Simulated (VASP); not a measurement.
Write the native input for VASP 6.6.1 that does the following.

- Task: electric field gradients
- Functional: LDA
- Potentials or basis: VASP PAW LDA potentials, release 64 (Hg_sv_GW)
- Cutoff: 410 eV
- k mesh: 12 × 12 × 12
- Occupations: fermi-dirac, width 0.03 eV
- Spin: no spin polarisation
- Dipole correction: no
- Further INCAR settings: ALGO = Normal; EDIFF = 1e-08; NBANDS = 16

The structure of Hg lies in POSCAR:

```
Hg
1.0
    1.7357480073      1.0021345793      2.2414219814
   -1.7357480073      1.0021345793      2.2414219814
    0.0000000000     -2.0042691585      2.2414219814
Hg
1
Direct
    0.0000000000      0.0000000000      0.0000000000
```

One way to write it, as run:

INCAR

```
SYSTEM = Hg
ALGO     = Normal         ! electronic algorithm
EDIFF    = 1E-8           ! SCF threshold, eV
ENCUT    = 410            ! plane-wave cutoff, eV
GGA_COMPAT= .FALSE.      
ISIF     = 2              ! what is computed and relaxed
ISMEAR   = -1             ! smearing method
LASPH    = .TRUE.         ! aspherical terms in the spheres
LCHARG   = .FALSE.        ! write CHGCAR
LEFG     = .TRUE.       
LREAL    = .FALSE.        ! projectors in reciprocal space
LWAVE    = .FALSE.        ! write WAVECAR
NBANDS   = 16             ! bands
NELM     = 120            ! most SCF steps
PREC     = Accurate       ! precision mode
SIGMA    = 0.03           ! smearing width, eV
```

KPOINTS

```
k-points
0
G
  12 12 12
  0 0 0
```

Potentials or basis: VASP PAW LDA potentials, release 64 (Hg_sv_GW).

Command:

```console
$ cat potpaw_LDA.64/Hg_sv_GW/POTCAR > POTCAR
$ mpirun -np 1 vasp_std > vasp.out
```

It gave:

```
Pressure                                : -4.8 GPa
Band gap on the k mesh                  : zero (bands 10 and 11 overlap by 3.17 eV)
Largest electric field gradient by atom : Hg -132.5 V/Å²
```

Caveat: the cell stands under tension; without QUAD_EFG the Cq values of the log hold for a quadrupole moment of 1 mb, not for the nuclei; spin-orbit coupling is left out, which moves the levels of the heavy elements.

Wall time 17 s on 1 thread of Intel(R) Xeon(R) 6975P-C (Granite Rapids), on a shared host, peak memory 0.17 GiB.
